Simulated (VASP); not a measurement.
A run of VASP 6.6.1 is set up as follows.

File INCAR:

```
SYSTEM = Rh
PREC = Accurate
ENCUT = 520
EDIFF = 1E-7
ISMEAR = 0
SIGMA = 0.1
LREAL = .FALSE.
LASPH = .TRUE.
NELM = 60
ALGO = Normal
ISIF = 2
LWAVE = .FALSE.
LCHARG = .FALSE.
GGA = PS
NBANDS = 14
```

File KPOINTS:

```
regular mesh
0
G
  8 8 8
  0 0 0
```

File POSCAR:

```
Rh
1.0
    0.0000000000      1.8978500000      1.8978500000
    1.8978500000      0.0000000000      1.8978500000
    1.8978500000      1.8978500000      0.0000000000
Rh
1
Direct
    0.0000000000      0.0000000000      0.0000000000
```

Potentials or basis: VASP PAW PBE potentials, release 64 (Rh_pv).

Launch:

```console
$ cat potpaw_PBE.64/Rh_pv/POTCAR > POTCAR
$ mpirun -np 1 vasp_std > vasp.out
```

(1) What does it give for the pressure?

Answers

(1) -2.7 GPa.

Caveat: the PAW data sets were made with another functional, which shifts forces and pressure a little.
